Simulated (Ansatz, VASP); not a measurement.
**MgO: VASP beside Ansatz**

Contents of INCAR:

```
SYSTEM = MgO
PREC = Accurate
ENCUT = 520
EDIFF = 1E-6
ISMEAR = 0
SIGMA = 0.02
LREAL = .FALSE.
LASPH = .TRUE.
NELM = 80
ALGO = Normal
ISIF = 2
LWAVE = .FALSE.
LCHARG = .FALSE.
GGA = PE
NBANDS = 11
```

KPOINTS

```
Automatic mesh
0
G
  12 12 10
  0 0 0
```

Contents of POSCAR:

```
MgO
1.0
    3.0463457341      0.0209187088     -0.0164822973
   -1.5050567338      2.6068384660      0.0329727238
   -0.0150330048      0.0260464896      2.6870759168
Mg O
1 1
Direct
   -0.0117905955     -0.0058952978      0.0000000000
    0.3451239255      0.6725619678      0.5000000000
```

Input for Ansatz:

```yaml
crystal:
  lattice:
    - [3.0463457341, 0.0209187088, -0.0164822973]
    - [-1.5050567338, 2.606838466, 0.0329727238]
    - [-0.0150330048, 0.0260464896, 2.6870759168]
  atoms:
    - { symbol: Mg, position: [-0.0117905955, -0.0058952978, 0.0] }
    - { symbol: O, position: [0.3451239255, 0.6725619678, 0.5] }
basis:
  ecutwfc: 420
kpoints:
  mp_grid: { grid: [12, 12, 10] }
hamiltonian:
  xc: pbe
scf:
  occupations: { method: gaussian, width: 0.02 }
output:
  forces: true
  stress: true
  eigenvalues: true
```

Alike in both runs: task single point; functional PBE; k mesh 12 × 12 × 10; occupations gaussian, width 0.02 eV; no spin polarisation.

```csv
,VASP,Ansatz
version,VASP 6.6.1,Ansatz 0.2.0
potentials or method,"VASP PAW PBE potentials, release 64 (Mg, O), cutoff 520 eV","scalar-relativistic, plane waves, PAW"
valence electrons in the cell,8,16
```

```tsv
	VASP	Ansatz	Ansatz less VASP
gap on the k mesh at the Fermi level (eV)	2.35	2.37	+0.021
least direct gap on the mesh (eV)	2.67	2.69	+0.020
pressure (GPa)	-7.9	-7.3	+0.60
traceless stress, the component that is largest in VASP (GPa)	8.11	8.15	+0.039
rms of the force components (eV/Å)	0.102	0.101	-0.0012
```

Atom by atom the forces differ by 0.001 eV/Å (rms over components). VASP's potentials hold 8 valence electrons a cell and Ansatz's 16, so a difference there can come from the potentials and not from the codes. Ansatz's warnings: structure snapped to symmetry.
